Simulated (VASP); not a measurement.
**Si4O7 (a cell with a defect): single point with LDA**

Crystal: Si4O7 (a cell with a defect).

```
Si O
1.0
     0.00000    4.15486   -2.66143
     0.00000   -4.15486   -2.66143
    -4.15486    0.00000    2.66143
Si O
4 7
Cartesian
  -2.0774 -2.0774 -1.3307
  -2.0774 2.0774 -1.3307
  -4.1549 0.0000 2.6614
  -4.1549 0.0000 0.0000
  -1.2696 2.8853 -2.6614
  -3.3470 -0.8079 -1.3307
  -3.3470 -0.8079 1.3307
  -2.8853 -2.8853 0.0000
  -2.4182 1.2064 0.0000
  -0.8079 0.8079 -3.9922
  -0.8079 0.8079 -1.3307
```

This cell differs from its parent crystal: atom 9 moved 0.125 of the way to it and -0.375 Å across, host rigid.

* Program: VASP 6.6.1
* Task: single point
* Functional: LDA
* Potentials or basis: VASP PAW LDA potentials, release 64 (Si, O)
* Cutoff: 520 eV
* k mesh: 6 × 6 × 6
* Occupations: gaussian, width 0.05 eV
* Spin: no spin polarisation
* Dipole correction: no
* Further INCAR settings: ALGO = Normal; EDIFF = 1e-07; NBANDS = 40

```
Pressure               : 5.8 GPa
Largest force          : 7.715 eV/Å
Band gap on the k mesh : 1.66 eV
```

Forces on the atoms (eV/Å):
```
Si   1.979  1.985  0.623
Si   1.979  1.985 -0.623
Si  -0.342 -0.011  0.000
Si  -1.487 -1.640  0.000
O    0.222  0.093  0.000
O    0.467 -0.437 -0.561
O    0.467 -0.437  0.561
O   -0.151 -0.117  0.000
O   -7.542 -1.623  0.000
O    2.202  0.100  1.605
O    2.202  0.100 -1.605
```

Stress tensor (GPa, compression positive):
```
 5.20 -3.06  0.00
-3.06  2.22  0.00
 0.00  0.00  9.86
```

Levels at points of the mesh, in eV from the valence-band top:
```csv
k point,band 26,band 27,band 28,band 29,band 30,band 31,band 32,band 33
"(0.00, 0.00, 0.00)",-4.46,-3.87,-3.27,-2.41,2.95,3.53,3.84,3.89
"(0.50, 0.00, 0.00)",-4.68,-4.39,-3.87,-0.36,2.57,3.96,4.04,5.16
"(0.50, 0.00, 0.50)",-4.36,-4.07,-3.86,-0.51,1.66,3.61,4.94,5.88
"(0.50, 0.50, 0.00)",-4.73,-4.36,-4.02,-0.99,2.37,4.37,4.95,5.17
"(0.00, 0.00, 0.50)",-4.67,-4.55,-4.31,-0.76,2.29,4.25,4.58,5.30
"(0.50, 0.50, 0.50)",-5.50,-5.45,-4.89,0.00,2.51,3.49,3.94,5.30
```

Wall time 5.1 min on 1 thread of Intel Xeon 6975P-C, on a shared host, peak memory 0.3 GiB.

Caveat: the cell differs from its parent crystal (atom 9 moved 0.125 of the way to it and -0.375 Å across, host rigid).
